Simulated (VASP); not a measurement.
# AlNi3 (Pm-3m) in VASP: settings compared, part 3 of 3

VASP 6.6.1.

**6. Single point, r2SCAN, collinear spin, ferromagnetic start**

File POSCAR:

```
AlNi3
1.0
    3.5230547267      0.0000000000      0.0000000000
    0.0000000000      3.5230547267      0.0000000000
    0.0000000000      0.0000000000      3.5230547267
Ni Al
3 1
Direct
    0.5000000000      0.5000000000      0.0000000000
    0.5000000000      0.0000000000      0.5000000000
    0.0000000000      0.5000000000      0.5000000000
    0.0000000000      0.0000000000      0.0000000000
```

File INCAR.step1:

```
SYSTEM = AlNi3
  PREC = Accurate
  ENCUT = 520
  ISMEAR = -1
  SIGMA = 0.05
  LREAL = .FALSE.
  LASPH = .TRUE.
  NELM = 150
  ISPIN = 2
  MAGMOM = 1 1 1 0
  LMAXMIX = 4
  NBANDS = 28
  GGA = PE
  ALGO = Normal
  EDIFF = 1E-4
  LWAVE = .TRUE.
  LCHARG = .FALSE.
```

File INCAR.step2:

```
SYSTEM = AlNi3
  PREC = Accurate
  ENCUT = 520
  EDIFF = 1E-7
  ISMEAR = -1
  SIGMA = 0.05
  LREAL = .FALSE.
  LASPH = .TRUE.
  NELM = 150
  ALGO = Normal
  ISIF = 2
  LWAVE = .FALSE.
  LCHARG = .FALSE.
  ISPIN = 2
  MAGMOM = 1 1 1 0
  LORBIT = 11
  LMAXMIX = 4
  METAGGA = R2SCAN
  LMIXTAU = .TRUE.
  NBANDS = 28
  ISTART = 1
```

File KPOINTS:

```
regular mesh
0
G
  8 8 8
  0 0 0
```

Potentials or basis: VASP PAW PBE potentials, release 64 (Ni, Al).

Command:

```sh
$ cat potpaw_PBE.64/Ni/POTCAR potpaw_PBE.64/Al/POTCAR > POTCAR
$ cp INCAR.step1 INCAR
$ mpirun -np 1 vasp_std > vasp.out
$ cp INCAR.step2 INCAR
$ mpirun -np 1 vasp_std > vasp.out
```

OUTCAR:

```text
SYSTEM = AlNi3
   PREC = Accurate
   ENCUT = 520
   EDIFF = 1E-7
   ISMEAR = -1
   LREAL = .FALSE.
   LASPH = .TRUE.
   NELM = 150
   ISIF = 2
   ISPIN = 2
   LORBIT = 11
   METAGGA = R2SCAN
   ISTART = 1

 ion  position               nearest neighbor table
   1  0.500  0.500  0.000-   2 2.49   3 2.49   4 2.49   2 2.49   3 2.49   2 2.49   4 2.49   2 2.49
                             3 2.49   4 2.49   3 2.49   4 2.49
   2  0.500  0.000  0.500-   1 2.49   3 2.49   4 2.49   1 2.49   4 2.49   1 2.49   3 2.49   1 2.49
                             3 2.49   4 2.49   4 2.49   3 2.49
   3  0.000  0.500  0.500-   1 2.49   2 2.49   4 2.49   1 2.49   4 2.49   2 2.49   4 2.49   4 2.49
                             1 2.49   2 2.49   1 2.49   2 2.49
   4  0.000  0.000  0.000-   1 2.49   2 2.49   3 2.49   2 2.49   3 2.49   1 2.49   3 2.49   3 2.49
                             1 2.49   2 2.49   2 2.49   1 2.49

  LATTYP: Found a simple cubic cell.
 ALAT       =     3.5230547267

  Lattice vectors:

 A1 = (   3.5230547267,   0.0000000000,   0.0000000000)
 A2 = (   0.0000000000,   3.5230547267,   0.0000000000)
 A3 = (   0.0000000000,   0.0000000000,   3.5230547267)

Analysis of symmetry for initial positions (statically):
=====================================================================
 Subroutine PRICEL returns:
 Original cell was already a primitive cell.

 Routine SETGRP: Setting up the symmetry group for a
 simple cubic supercell.

 Subroutine GETGRP returns: Found 48 space group operations
 (whereof 48 operations were pure point group operations)
 out of a pool of 48 trial point group operations.

The static configuration has the point symmetry O_h .

Analysis of symmetry for dynamics (positions and initial velocities):
=====================================================================
 Subroutine PRICEL returns:
 Original cell was already a primitive cell.

 Routine SETGRP: Setting up the symmetry group for a
 simple cubic supercell.

 Subroutine GETGRP returns: Found 48 space group operations
[... 168 lines left out ...]

 E-fermi :   9.8273     XC(G=0): -13.9474

 val. band max:        9.8099365093   @ k =   0.5000   0.2500   0.0000
 cond. band min:       9.8417976669   @ k =   0.3750   0.2500   0.0000
 fundamental gap:      0.0318611576
 Fermi energy:         9.8273101294

 spin component 1

 k-point     1 :       0.0000    0.0000    0.0000
  band No.  band energies     occupation
      1      -0.8479      1.00000
      2       5.0327      1.00000
      3       5.7210      1.00000
      4       5.7210      1.00000
      5       6.0550      1.00000
      6       6.0550      1.00000
[... 733 lines left out ...]
     27      25.5902      0.00000
     28      25.7460      0.00000

 [... further k-points ...]

 spin component 2

 k-point     1 :       0.0000    0.0000    0.0000
  band No.  band energies     occupation
      1      -1.0165      1.00000
      2       5.0854      1.00000
      3       5.9564      1.00000
      4       5.9564      1.00000
      5       6.5751      1.00000
      6       6.5751      1.00000
[... 733 lines left out ...]
     27      25.5608      0.00000
     28      25.7793      0.00000

 [... further k-points ...]

------------------------ aborting loop because EDIFF is reached ----------------------------------------

  FORCE on cell =-STRESS in cart. coord.  units (eV):
  Direction    XX          YY          ZZ          XY          YZ          ZX
  --------------------------------------------------------------------------------------
  -------------------------------------------------------------------------------------
  Total        0.1680461      0.1680461      0.1680461      0.0000000     -0.0000000      0.0000000
  in kB        6.1571645      6.1571645      6.1571645      0.0000000     -0.0000000      0.0000000
  external PRESSURE =       6.1571645 kB  Pullay stress =       0.0000000 kB

 VOLUME and BASIS-vectors are now :
 -----------------------------------------------------------------------------
  energy-cutoff  :      520.00
  volume of cell :       43.73
      direct lattice vectors                 reciprocal lattice vectors
     3.523054727  0.000000000  0.000000000     0.283844583  0.000000000  0.000000000
     0.000000000  3.523054727  0.000000000     0.000000000  0.283844583  0.000000000
     0.000000000  0.000000000  3.523054727     0.000000000  0.000000000  0.283844583

 POSITION                                       TOTAL-FORCE (eV/Angst)
 -----------------------------------------------------------------------------------
      1.76153      1.76153      0.00000         0.000000      0.000000      0.000000
      1.76153      0.00000      1.76153         0.000000      0.000000      0.000000
      0.00000      1.76153      1.76153         0.000000      0.000000      0.000000
      0.00000      0.00000      0.00000         0.000000      0.000000      0.000000
 -----------------------------------------------------------------------------------
    total drift:                                0.000000      0.000000      0.000000

  FREE ENERGIE OF THE ION-ELECTRON SYSTEM (eV)
  ---------------------------------------------------
  free  energy   TOTEN  =       -44.3090648226 eV

  energy  without entropy=      -44.2903757387  energy(sigma->0) =      -44.29972028

 total charge

# of ion       s       p       d       tot
------------------------------------------
    1        0.521   0.573   8.393   9.487
    2        0.521   0.573   8.393   9.487
    3        0.521   0.573   8.393   9.487
    4        0.412   0.416   0.000   0.829
--------------------------------------------------
tot          1.976   2.136  25.178  29.290

 magnetization (x)

# of ion       s       p       d       tot
------------------------------------------
    1       -0.007  -0.027   0.352   0.318
    2       -0.007  -0.027   0.352   0.318
    3       -0.007  -0.027   0.352   0.318
    4       -0.002  -0.016   0.000  -0.018
--------------------------------------------------
tot         -0.024  -0.096   1.057   0.936
```

OUTCAR.step1:

```text
SYSTEM = AlNi3
   PREC = Accurate
   ENCUT = 520
   ISMEAR = -1
   LREAL = .FALSE.
   LASPH = .TRUE.
[... 1741 lines left out ...]
      1.76153      0.00000      1.76153         0.000000      0.000000      0.000000
      0.00000      1.76153      1.76153         0.000000      0.000000      0.000000
      0.00000      0.00000      0.00000         0.000000      0.000000      0.000000
 -----------------------------------------------------------------------------------
    total drift:                                0.000000      0.000000      0.000000

  FREE ENERGIE OF THE ION-ELECTRON SYSTEM (eV)
  ---------------------------------------------------
  free  energy   TOTEN  =       -21.8720170878 eV

  energy  without entropy=      -21.8421018822  energy(sigma->0) =      -21.85705948
```

OSZICAR.step1:

```text
N       E                     dE             d eps       ncg     rms          rms(c)
DAV:   1     0.194965636371E+03    0.19497E+03   -0.14103E+04  4008   0.154E+03
DAV:   2    -0.131531172834E+02   -0.20812E+03   -0.19256E+03  3932   0.293E+02
DAV:   3    -0.256750326244E+02   -0.12522E+02   -0.11744E+02  4368   0.896E+01
DAV:   4    -0.259050456674E+02   -0.23001E+00   -0.22962E+00  4588   0.117E+01
DAV:   5    -0.259134508536E+02   -0.84052E-02   -0.84043E-02  4680   0.197E+00    0.205E+01
DAV:   6    -0.266583966932E+02   -0.74495E+00   -0.32120E+01  4556   0.100E+02    0.206E+01
DAV:   7    -0.219429069315E+02    0.47155E+01   -0.11492E+01  4632   0.548E+01    0.276E+00
DAV:   8    -0.218955288636E+02    0.47378E-01   -0.19771E-01  4372   0.318E+00    0.143E+00
DAV:   9    -0.218728578140E+02    0.22671E-01   -0.15130E-02  5544   0.164E+00    0.693E-01
DAV:  10    -0.218717319804E+02    0.11258E-02   -0.16730E-03  4812   0.413E-01    0.201E-01
DAV:  11    -0.218719961653E+02   -0.26418E-03   -0.40797E-04  4248   0.305E-01    0.100E-01
DAV:  12    -0.218720170878E+02   -0.20923E-04   -0.10462E-04  2444   0.136E-01
   1 F= -.21872017E+02 E0= -.21857059E+02  d E =-.299152E-01  mag=     0.6678
```

Wall time 4.4 min (1 thread of Intel Xeon Platinum 8259CL at 2.50GHz (Skylake/Cascade Lake), shared host); peak memory 0.22 GiB.

What came out:

```
Free energy                                           : -44.3091 eV
Pressure                                              : 0.6 GPa
Net moment                                            : 0.84 μB per cell
Site moments                                          : Ni +0.32; Al -0.02 μB
Valence electrons inside the program's atomic spheres : Ni 9.49; Al 0.83
```

Levels at points of the mesh, in eV from the Fermi level:
Spin up:
| k point | band 13 | band 14 | band 15 | band 16 | band 17 | band 18 | band 19 | band 20 | band 21 | band 22 |
| --- | --- | --- | --- | --- | --- | --- | --- | --- | --- | --- |
| (0.00, 0.00, 0.00) | -0.51 | -0.39 | -0.39 | -0.39 | 0.88 | 0.88 | 0.88 | 6.82 | 6.82 | 7.96 |
| (0.50, 0.00, 0.00) | -1.55 | -1.47 | -1.33 | -0.79 | -0.39 | 5.82 | 5.82 | 5.84 | 5.84 | 6.62 |
| (0.50, 0.50, 0.00) | -1.62 | -1.46 | -1.34 | -1.25 | -0.80 | 0.66 | 0.66 | 8.57 | 8.57 | 8.70 |
| (0.50, 0.50, 0.50) | -1.62 | -1.36 | -1.36 | -0.54 | -0.54 | -0.54 | -0.30 | 3.75 | 4.19 | 4.19 |
Spin down:
```csv
k point,band 13,band 14,band 15,band 16,band 17,band 18,band 19,band 20
"(0.00, 0.00, 0.00)",-0.03,0.49,0.49,0.49,0.70,0.70,0.70,6.98
"(0.50, 0.00, 0.00)",-0.98,-0.96,-0.96,-0.53,0.49,5.85,5.85,5.88
"(0.50, 0.50, 0.00)",-1.38,-1.29,-0.96,-0.60,-0.51,1.21,1.21,8.59
"(0.50, 0.50, 0.50)",-1.47,-1.07,-1.07,-0.45,0.18,0.18,0.18,3.89
```

Caveat: the PAW data sets were made with another functional, which shifts forces and pressure a little.

**7. Overview**

```csv
level,cell,smearing,gap on the mesh (eV),pressure (GPa),moment (μB)
PBE,"a = 3.523 Å, 4 atoms",gaussian 0.026 eV,none,7.4,0.76
BLYP,"a = 3.614 Å, 4 atoms",fermi-dirac 0.05 eV,none,0.2,0.67
r2SCAN,"a = 3.475 Å, 4 atoms",fermi-dirac 0.05 eV,none,9.7,0.83
r2SCAN,"a = 3.499 Å, 4 atoms",fermi-dirac 0.05 eV,none,4.9,0.84
r2SCAN,"a = 3.523 Å, 4 atoms",fermi-dirac 0.05 eV,none,0.6,0.84
```

Alike in all rows: task single point; potentials or basis VASP PAW PBE potentials, release 64 (Ni, Al); spin collinear, ferromagnetic start; k mesh 8 × 8 × 8; cutoff (eV) 520.

Caveats: the PAW data sets were made with another functional, which shifts forces and pressure a little (some runs).

Total energies depend on the potentials used, so only differences within one code and one set of settings carry meaning.
